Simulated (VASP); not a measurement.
# WC in VASP: notebook, part 2 of 2

VASP 6.6.1.

### Step 3. Single point, LDA

This run uses another cell than the first one, of 11.17 Å³/atom, 1.019 times its volume.

Input file INCAR:

```
SYSTEM = WC
PREC = Accurate
ENCUT = 520
EDIFF = 1E-7
ISMEAR = -1
SIGMA = 0.05
LREAL = .False.
LASPH = .True.
NELM = 60
ALGO = Normal
ISIF = 2
LWAVE = .False.
LCHARG = .False.
NBANDS = 16
```

Input file KPOINTS:

```
regular mesh
0
Gamma
  10 10 10
  0 0 0
```

Input file POSCAR:

```
WC
1.0
    0.0000000000      2.2356887219      2.2356887219
    2.2356887219      0.0000000000      2.2356887219
    2.2356887219      2.2356887219      0.0000000000
W C
1 1
Direct
    0.0000000000      0.0000000000      0.0000000000
    0.5000000000      0.5000000000      0.5000000000
```

Potentials or basis: VASP PAW LDA potentials, release 64 (W_sv, C).

Launch:

```bash
$ cat potpaw_LDA.64/W_sv/POTCAR potpaw_LDA.64/C/POTCAR > POTCAR
$ mpirun -np 1 vasp_std > vasp.out
```

OUTCAR:

```text
SYSTEM = WC
   PREC = Accurate
   ENCUT = 520
   EDIFF = 1E-7
   ISMEAR = -1
   LREAL = .False.
   LASPH = .True.
   NELM = 60
   ISIF = 2

 ion  position               nearest neighbor table
   1  0.000  0.000  0.000-   2 2.24   2 2.24   2 2.24   2 2.24   2 2.24   2 2.24
   2  0.500  0.500  0.500-   1 2.24   1 2.24   1 2.24   1 2.24   1 2.24   1 2.24

  LATTYP: Found a face centered cubic cell.
 ALAT       =     4.4713774438

  Lattice vectors:

 A1 = (   0.0000000000,   2.2356887219,   2.2356887219)
 A2 = (   2.2356887219,   0.0000000000,   2.2356887219)
 A3 = (   2.2356887219,   2.2356887219,   0.0000000000)

Analysis of symmetry for initial positions (statically):
=====================================================================
 Subroutine PRICEL returns:
 Original cell was already a primitive cell.

 Routine SETGRP: Setting up the symmetry group for a
 face centered cubic supercell.

 Subroutine GETGRP returns: Found 48 space group operations
 (whereof 48 operations were pure point group operations)
 out of a pool of 48 trial point group operations.

The static configuration has the point symmetry O_h .

Analysis of symmetry for dynamics (positions and initial velocities):
=====================================================================
 Subroutine PRICEL returns:
 Original cell was already a primitive cell.

 Routine SETGRP: Setting up the symmetry group for a
 face centered cubic supercell.

 Subroutine GETGRP returns: Found 48 space group operations
 (whereof 48 operations were pure point group operations)
 out of a pool of 48 trial point group operations.

The dynamic configuration has the point symmetry O_h .

 Subroutine INISYM returns: Found 48 space group operations
 (whereof 48 operations are pure point group operations),
 and found     1 'primitive' translations

----------------------------------------------------------------------------------------

                                     Primitive cell

  volume of cell :      22.3493

  direct lattice vectors                    reciprocal lattice vectors
     0.000000000  2.235688722  2.235688722    -0.223644730  0.223644730  0.223644730
     2.235688722  0.000000000  2.235688722     0.223644730 -0.223644730  0.223644730
     2.235688722  2.235688722  0.000000000     0.223644730  0.223644730 -0.223644730

  length of vectors
     3.161741312  3.161741312  3.161741312     0.387364035  0.387364035  0.387364035

  position of ions in fractional coordinates (direct lattice)
     0.000000000  0.000000000  0.000000000
     0.500000000  0.500000000  0.500000000

  ion indices of the primitive-cell ions
   primitive index   ion index
                 1           1
                 2           2

----------------------------------------------------------------------------------------

 KPOINTS: regular mesh

Automatic generation of k-mesh.
 Grid dimensions read from file:
 generate k-points for:   10   10   10

 Generating k-lattice:

  Cartesian coordinates                     Fractional coordinates (reciprocal lattice)
    -0.022364473  0.022364473  0.022364473     0.100000000  0.000000000  0.000000000
     0.022364473 -0.022364473  0.022364473     0.000000000  0.100000000  0.000000000
     0.022364473  0.022364473 -0.022364473     0.000000000  0.000000000  0.100000000

  Length of vectors
     0.038736403  0.038736403  0.038736403

  Shift w.r.t. Gamma in fractional coordinates (k-lattice)
     0.000000000  0.000000000  0.000000000

 Subroutine IBZKPT returns following result:
 ===========================================

 Found     47 irreducible k-points:

 Following reciprocal coordinates:
            Coordinates               Weight
  0.000000  0.000000  0.000000      1.000000
  0.100000  0.000000  0.000000      8.000000
  0.200000  0.000000  0.000000      8.000000
  0.300000  0.000000  0.000000      8.000000
  0.400000  0.000000  0.000000      8.000000
  0.500000  0.000000  0.000000      4.000000
[... 16 lines left out ...]
  0.300000  0.300000  0.000000      6.000000
  0.400000  0.300000  0.000000     24.000000
 [... further k-points ...]
   k-points           NKPTS =     47   k-points in BZ     NKDIM =     47   number of bands    NBANDS=     16
   number of dos      NEDOS =    301   number of ions     NIONS =      2
   total plane-waves  NPLWV =  13824
   dimension x,y,z NGX =    24 NGY =   24 NGZ =   24
   dimension x,y,z NGXF=    48 NGYF=   48 NGZF=   48
   ions per type =               1   1
   NGX,Y,Z   is equivalent  to a cutoff of  12.62, 12.62, 12.62 a.u.
   NGXF,Y,Z  is equivalent  to a cutoff of  25.24, 25.24, 25.24 a.u.
 SYSTEM =  WC
   PREC   = accura    normal or accurate (medium, high low for compatibility)
   ISTART =      0    job   : 0-new  1-cont  2-samecut
   ICHARG =      2    charge: 1-file 2-atom 10-const
   ISPIN  =      1    spin polarized calculation?
   LNONCOLLINEAR =      F non collinear calculations
   LSORBIT =      F    spin-orbit coupling
   LASPH  =      T    aspherical Exc in radial PAW
   ENCUT  =  520.0 eV  38.22 Ry    6.18 a.u.   5.88  5.88  5.88*2*pi/ulx,y,z
   NELM   =     60;   NELMIN=  2; NELMDL= -5     # of ELM steps
   EDIFF  = 0.1E-06   stopping-criterion for ELM
   LREAL  =      F    real-space projection
   EDIFFG = 0.1E-05   stopping-criterion for IOM
   NSW    =      0    number of steps for IOM
   IBRION =     -1    ionic relax: 0-MD 1-quasi-New 2-CG
   NFREE  =      0    steps in history (QN), initial steepest desc. (CG)
   ISIF   =      2    stress and relaxation
   ISYM   =      2    0-nonsym 1-usesym 2-fastsym
   POTIM  = 0.5000    time-step for ionic-motion
   TEBEG  =    0.0;   TEEND  =   0.0 temperature during run
   PSTRESS=    0.0 pullay stress
   NELECT =      18.0000    total number of electrons
   NUPDOWN=      -1.0000    fix difference up-down
   EMIN   =  10.00;   EMAX   =-10.00  energy-range for DOS
   EFERMI =   0.00;   METHOD = LEGACY
   ISMEAR =    -1;   SIGMA  =   0.05  broadening in eV -4-tet -1-fermi 0-gaus
   EFERMI_NEDOS =   21; number of points for ismear=-14 and -15
   IALGO  =     38    algorithm
   IMIX   =      4    mixing-type and parameters
     AMIX     =   0.40;   BMIX     =  1.00
     AMIX_MAG =   1.60;   BMIX_MAG =  1.00
  volume/ion in A,a.u.               =      11.17        75.41
  Fermi-wavevector in a.u.,A,eV,Ry     =   1.523156  2.878347 31.565566  2.320004
  Thomas-Fermi vector in A             =   2.631637
   LORBIT       =      0    0 simple, 1 ext, 2 COOP (PROOUT), +10 PAW based schemes
   GGA     = CA    functional components
   LHFCALC =     F    Hartree Fock is set to
   AEXX    =    0.0000 exact exchange contribution
   IVDW    =     0    specifies the selected vdW correction
   LEPSILON=     F    determine dielectric tensor
   LRPA    =     F    only Hartree local field effects (RPA)
 non-spin polarized calculation
  energy-cutoff  :      520.00
  volume of cell :       22.35
 maximum number of plane-waves:       620
   NGX = 11   NGY = 11   NGZ = 11

 number of electron      18.0000001 magnetization

 Free energy of the ion-electron system (eV)
  ---------------------------------------------------
  ext. energy  EPLUGINS =         0.00000000
  ---------------------------------------------------
  free energy    TOTEN  =       -23.60900755 eV

  energy without entropy =      -23.60229482  energy(sigma->0) =      -23.60565118

 E-fermi :  11.4250     XC(G=0): -13.5778

 val. band max:       11.3154675675   @ k =   0.3000   0.2000   0.1000
 cond. band min:      11.4768634253   @ k =  -0.3000   0.3000   0.1000
 fundamental gap:      0.1613958578
 Fermi energy:        11.4249568504

 k-point     1 :       0.0000    0.0000    0.0000
  band No.  band energies     occupation
      1     -63.5958      2.00000
      2     -27.8495      2.00000
      3     -27.8495      2.00000
      4     -27.8495      2.00000
      5      -3.7093      2.00000
      6       8.8499      2.00000
[... 8 lines left out ...]
     15      21.1952      0.00000
     16      33.7336      0.00000
[... 419 lines left out ...]
 k-point    24 :       0.4000    0.3000    0.0000
  band No.  band energies     occupation
      1     -63.5654      2.00000
      2     -28.1998      2.00000
      3     -27.9943      2.00000
      4     -27.9800      2.00000
      5      -1.3595      2.00000
      6       4.7245      2.00000
[... 8 lines left out ...]
     15      22.6422      0.00000
     16      26.2454      0.00000

 [... further k-points ...]

------------------------ aborting loop because EDIFF is reached ----------------------------------------

  FORCE on cell =-STRESS in cart. coord.  units (eV):
  Direction    XX          YY          ZZ          XY          YZ          ZX
  --------------------------------------------------------------------------------------
  -------------------------------------------------------------------------------------
  Total       -4.3925456     -4.3925456     -4.3925456      0.0000000     -0.0000000      0.0000000
  in kB     -314.8928944   -314.8928944   -314.8928944      0.0000000     -0.0000000      0.0000000
  external PRESSURE =    -314.8928944 kB  Pullay stress =       0.0000000 kB

 VOLUME and BASIS-vectors are now :
 -----------------------------------------------------------------------------
  energy-cutoff  :      520.00
  volume of cell :       22.35
      direct lattice vectors                 reciprocal lattice vectors
     0.000000000  2.235688722  2.235688722    -0.223644730  0.223644730  0.223644730
     2.235688722  0.000000000  2.235688722     0.223644730 -0.223644730  0.223644730
     2.235688722  2.235688722  0.000000000     0.223644730  0.223644730 -0.223644730

 POSITION                                       TOTAL-FORCE (eV/Angst)
 -----------------------------------------------------------------------------------
      0.00000      0.00000      0.00000         0.000000      0.000000      0.000000
      2.23569      2.23569      2.23569        -0.000000     -0.000000     -0.000000
 -----------------------------------------------------------------------------------
    total drift:                                0.000000     -0.000000     -0.000000

  FREE ENERGIE OF THE ION-ELECTRON SYSTEM (eV)
  ---------------------------------------------------
  free  energy   TOTEN  =       -23.6090075467 eV

  energy  without entropy=      -23.6022948179  energy(sigma->0) =      -23.60565118
```

OSZICAR:

```text
N       E                     dE             d eps       ncg     rms          rms(c)
DAV:   1     0.108201062883E+03    0.10820E+03   -0.93018E+03  1504   0.123E+03
DAV:   2    -0.237076591536E+02   -0.13191E+03   -0.12717E+03  1872   0.335E+02
DAV:   3    -0.270765953402E+02   -0.33689E+01   -0.33602E+01  1560   0.501E+01
DAV:   4    -0.270957751399E+02   -0.19180E-01   -0.19179E-01  2072   0.434E+00
DAV:   5    -0.270959371676E+02   -0.16203E-03   -0.16203E-03  1576   0.373E-01    0.274E+01
DAV:   6    -0.238077621357E+02    0.32882E+01   -0.91606E+00  1840   0.276E+01    0.637E+00
DAV:   7    -0.236481224391E+02    0.15964E+00   -0.68342E-01  1648   0.651E+00    0.568E+00
DAV:   8    -0.236117183941E+02    0.36404E-01   -0.12511E-01  1600   0.274E+00    0.128E+00
DAV:   9    -0.236092058224E+02    0.25126E-02   -0.49813E-03  1576   0.636E-01    0.139E-01
DAV:  10    -0.236090076324E+02    0.19819E-03   -0.49260E-04  1856   0.239E-01    0.469E-02
DAV:  11    -0.236090075527E+02    0.79715E-07   -0.18108E-05  1720   0.422E-02    0.131E-02
DAV:  12    -0.236090075467E+02    0.59854E-08   -0.88456E-07  1720   0.870E-03
   1 F= -.23609008E+02 E0= -.23605651E+02  d E =-.671273E-02
```

stdout:

```text
POSCAR found type information on POSCAR W C
 POSCAR found :  2 types and       2 ions
 scaLAPACK will be used
 LDA part: xc-table for (Slater(with rela. corr.)+CA(PZ))
 , standard interpolation
 POSCAR, INCAR and KPOINTS ok, starting setup
 FFT: planning ... GRIDC
 FFT: planning ... GRID_SOFT
 FFT: planning ... GRID
 WAVECAR not read
 entering main loop
```

It took 7.3 s on 1 thread of AMD EPYC 9R45 (Zen 5), shared host; peak memory 0.1 GiB.

Results:

| Property | Result |
| --- | --- |
| Free energy | -23.6090 eV |
| Pressure | -31.5 GPa |
| Band gap on the k mesh | zero (band 9 reaches 12.30 eV, above the bottom of band 10 at 9.42 eV) |

Caveat: spin-orbit coupling is left out, which moves the levels of the heavy elements.

### Step 4. Single point, PBEsol (atoms moved at random)

Input file INCAR:

```
PREC = Accurate ; ENCUT = 520
EDIFF = 1E-6 ; ISMEAR = -1
SIGMA = 0.05 ; LREAL = F
LASPH = T ; NELM = 80
ALGO = Normal ; ISIF = 2
LWAVE = F ; LCHARG = F
GGA = PS ; NBANDS = 16
```

Input file KPOINTS:

```
regular mesh
0
Gamma
  10 10 10
```

Input file POSCAR:

```
WC
1.0
    0.0000000000      2.1926840000      2.1926840000
    2.1926840000      0.0000000000      2.1926840000
    2.1926840000      2.1926840000      0.0000000000
W C
1 1
Direct
   -0.0174180000     -0.0048180000      0.0027980000
    0.5174460000      0.5059440000      0.4867750000
```

Potentials or basis: VASP PAW PBE potentials, release 64 (W_sv, C).

Launch:

```bash
$ cat potpaw_PBE.64/W_sv/POTCAR potpaw_PBE.64/C/POTCAR > POTCAR
$ mpirun -np 1 vasp_std > vasp.out
```

OUTCAR:

```text
PREC = Accurate
   ENCUT = 520
   EDIFF = 1E-6
   ISMEAR = -1
   LREAL = F
   LASPH = T
   NELM = 80
   ISIF = 2
   GGA = PS

 ion  position               nearest neighbor table
   1  0.983  0.995  0.003-   2 2.09   2 2.15   2 2.18   2 2.21   2 2.24   2 2.29
   2  0.517  0.506  0.487-   1 2.09   1 2.15   1 2.18   1 2.21   1 2.24   1 2.29

  LATTYP: Found a face centered cubic cell.
 ALAT       =     4.3853680000

  Lattice vectors:

 A1 = (   0.0000000000,   2.1926840000,   2.1926840000)
 A2 = (   2.1926840000,   0.0000000000,   2.1926840000)
 A3 = (   2.1926840000,   2.1926840000,   0.0000000000)

Analysis of symmetry for initial positions (statically):
=====================================================================
 Subroutine PRICEL returns:
 Original cell was already a primitive cell.

 Routine SETGRP: Setting up the symmetry group for a
 face centered cubic supercell.

 Subroutine GETGRP returns: Found  1 space group operations
 (whereof  1 operations were pure point group operations)
[... 155 lines left out ...]
 Free energy of the ion-electron system (eV)
  ---------------------------------------------------
  ext. energy  EPLUGINS =         0.00000000
  ---------------------------------------------------
  free energy    TOTEN  =       -22.96078270 eV

  energy without entropy =      -22.95420167  energy(sigma->0) =      -22.95749218

 E-fermi :  12.2725     XC(G=0): -13.8364

 val. band max:       12.2671831731   @ k =   0.2000  -0.4000  -0.1000
 cond. band min:      12.2763768706   @ k =   0.1000   0.1000   0.0000
 fundamental gap:      0.0091936975
 Fermi energy:        12.2725292893

 k-point     1 :       0.0000    0.0000    0.0000
  band No.  band energies     occupation
      1     -63.0999      2.00000
      2     -27.1066      2.00000
      3     -27.1013      2.00000
      4     -27.1002      2.00000
      5      -3.5245      2.00000
      6       9.1868      2.00000
[... 433 lines left out ...]
      3     -27.1263      2.00000
      4     -27.1205      2.00000
      5      -3.1589      2.00000
      6       8.0116      2.00000
[... 8 lines left out ...]
     15      22.7107      0.00000
     16      32.6977      0.00000

 [... further k-points ...]
[... 5 lines left out ...]
  --------------------------------------------------------------------------------------
  -------------------------------------------------------------------------------------
  Total       -1.2268681     -1.1182636     -0.5392073     -0.0019519     -0.0013281     -0.0000444
  in kB      -93.2288455    -84.9760648    -40.9739840     -0.1483241     -0.1009251     -0.0033707
  external PRESSURE =     -73.0596314 kB  Pullay stress =       0.0000000 kB

 VOLUME and BASIS-vectors are now :
 -----------------------------------------------------------------------------
  energy-cutoff  :      520.00
  volume of cell :       21.08
      direct lattice vectors                 reciprocal lattice vectors
     0.000000000  2.192684000  2.192684000    -0.228031034  0.228031034  0.228031034
     2.192684000  0.000000000  2.192684000     0.228031034 -0.228031034  0.228031034
     2.192684000  2.192684000  0.000000000     0.228031034  0.228031034 -0.228031034

 POSITION                                       TOTAL-FORCE (eV/Angst)
 -----------------------------------------------------------------------------------
      2.18825      2.16063      4.33661        -0.077125      0.281866      0.658017
      2.17672      2.20194      2.24397         0.077125     -0.281866     -0.658017
 -----------------------------------------------------------------------------------
    total drift:                               -0.000002     -0.000110     -0.000281

  FREE ENERGIE OF THE ION-ELECTRON SYSTEM (eV)
  ---------------------------------------------------
  free  energy   TOTEN  =       -22.9607827000 eV

  energy  without entropy=      -22.9542016675  energy(sigma->0) =      -22.95749218
```

OSZICAR:

```text
N       E                     dE             d eps       ncg     rms          rms(c)
DAV:   1     0.109173758139E+03    0.10917E+03   -0.93986E+03 16176   0.125E+03
DAV:   2    -0.230000995793E+02   -0.13217E+03   -0.12752E+03 19592   0.337E+02
DAV:   3    -0.262433293009E+02   -0.32432E+01   -0.32313E+01 17400   0.498E+01
DAV:   4    -0.262596375199E+02   -0.16308E-01   -0.16307E-01 21056   0.401E+00
DAV:   5    -0.262597580365E+02   -0.12052E-03   -0.12052E-03 17456   0.325E-01    0.315E+01
DAV:   6    -0.230806870719E+02    0.31791E+01   -0.81452E+00 20264   0.269E+01    0.829E+00
DAV:   7    -0.229940370160E+02    0.86650E-01   -0.46757E-01 16272   0.542E+00    0.645E+00
DAV:   8    -0.229628413770E+02    0.31196E-01   -0.82882E-02 19208   0.226E+00    0.122E+00
DAV:   9    -0.229608991775E+02    0.19422E-02   -0.39132E-03 18248   0.480E-01    0.114E-01
DAV:  10    -0.229607841968E+02    0.11498E-03   -0.37535E-04 19280   0.220E-01    0.642E-02
DAV:  11    -0.229607834298E+02    0.76705E-06   -0.21404E-05 18128   0.396E-02    0.143E-02
DAV:  12    -0.229607827000E+02    0.72976E-06   -0.24354E-06 17984   0.136E-02
   1 F= -.22960783E+02 E0= -.22957492E+02  d E =-.658103E-02
```

Wall time 3.4 min (1 thread of AMD EPYC 7R43 (Zen 3), shared host); peak memory 0.24 GiB.

What came out:

| Item | Value |
| --- | --- |
| Free energy | -22.9608 eV |
| Pressure | -7.3 GPa |
| Largest force | 0.720 eV/Å |
| Band gap on the k mesh | zero (band 9 reaches 13.28 eV, above the bottom of band 10 at 10.21 eV) |

Forces in eV/Å, atoms in the order of the input:
```
W   -0.077  0.282  0.658
C    0.077 -0.282 -0.658
```

Stress tensor (GPa, compression positive):
```
-9.32 -0.01  0.00
-0.01 -8.50 -0.01
 0.00 -0.01 -4.10
```

Levels at points of the mesh, in eV from the Fermi level:
```csv
k point,band 6,band 7,band 8,band 9,band 10,band 11,band 12,band 13
"(0.00, 0.00, 0.00)",-3.09,-3.05,-2.78,-2.04,-1.22,-0.71,-0.47,0.10
"(0.50, 0.00, 0.00)",-9.75,-6.61,-6.59,1.01,1.05,2.33,4.82,8.64
"(0.00, 0.50, 0.00)",-9.82,-6.57,-6.53,1.00,1.03,2.29,4.66,8.47
"(0.00, 0.00, 0.50)",-9.81,-6.58,-6.53,1.00,1.03,2.30,4.68,8.50
"(0.50, 0.50, 0.50)",-9.77,-6.60,-6.57,1.00,1.05,2.32,4.77,8.60
"(0.50, 0.50, 0.00)",-5.84,-5.58,-2.52,-2.46,0.87,2.25,2.26,5.13
"(0.00, 0.50, 0.50)",-5.99,-5.61,-2.62,-2.27,0.99,2.26,2.26,5.42
"(0.50, 0.00, 0.50)",-5.97,-5.61,-2.60,-2.30,0.97,2.26,2.26,5.38
```

Caveat: the cell differs from its parent crystal (atoms moved at random); the PAW data sets were made with another functional, which shifts forces and pressure a little; spin-orbit coupling is left out, which moves the levels of the heavy elements.

### Step 5. Overview

| level | potentials or basis | cell | gap on the mesh (eV) | pressure (GPa) |
| --- | --- | --- | --- | --- |
| LDA | VASP PAW LDA potentials, release 64 (W_sv, C) | a = 3.142 Å, angles 60.0°, 2 atoms | none | -26.3 |
| LDA | VASP PAW LDA potentials, release 64 (W_sv, C) | a = 3.162 Å, angles 60.0°, 2 atoms | none | -31.5 |
| PBEsol | VASP PAW PBE potentials, release 64 (W_sv, C) | a = 3.101 Å, angles 60.0°, 2 atoms | none | -7.3 |

Alike in all rows: task single point; no spin polarisation; k mesh 10 × 10 × 10; cutoff (eV) 520; smearing fermi-dirac 0.05 eV.

Caveats: spin-orbit coupling is left out, which moves the levels of the heavy elements; the PAW data sets were made with another functional, which shifts forces and pressure a little (some runs).

Total energies depend on the potentials used, so only differences within one code and one set of settings carry meaning.
